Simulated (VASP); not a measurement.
TaSi2, 9 atoms in the cell. It takes space group P3_1 (No. 144, trigonal). Conventional cell: a = 4.761 Å, b = 4.761 Å, c = 6.556 Å, α = 90.00°, β = 90.00°, γ = 120.00°. Ta (site symmetry 1) has 10 Si at 2.39 to 2.82 Å and 4 Ta at 3.23 Å within 3.3 Å. Si (site symmetry 1) has 5 Si at 2.21 to 2.92 Å and 5 Ta at 2.42 to 2.82 Å within 3.0 Å. Si (site symmetry 1) has 5 Si at 2.21 to 2.92 Å and 5 Ta at 2.39 to 2.82 Å within 3.0 Å.  This cell differs from its parent crystal: atoms displaced along a vibrational mode.

* Program: VASP 6.6.1
* Task: single point
* Functional: PBEsol
* Potentials or basis: VASP PAW PBE potentials, release 64 (Ta_pv, Si)
* Cutoff: 520 eV
* k mesh: 12 × 12 × 6
* Occupations: gaussian, width 0.15 eV
* Spin: no spin polarisation
* Dipole correction: no
* Further INCAR settings: ALGO = Normal; EDIFF = 1e-06; NBANDS = 38

Potentials or basis: VASP PAW PBE potentials, release 64 (Ta_pv, Si).

Command:

```console
$ cat potpaw_PBE.64/Ta_pv/POTCAR potpaw_PBE.64/Si/POTCAR > POTCAR
$ mpirun -np 1 vasp_std > vasp.out
```

Hardware: 1 thread of Intel(R) Xeon(R) Platinum 8488C (Sapphire Rapids), with other jobs on the host.

Q: Estimate the wall time of this run.

A: Run time: 7.9 min on 1 thread of Intel(R) Xeon(R) Platinum 8488C (Sapphire Rapids), with other jobs on the host, peak memory 0.65 GiB. Counts: scf iterations 14, k points 152.
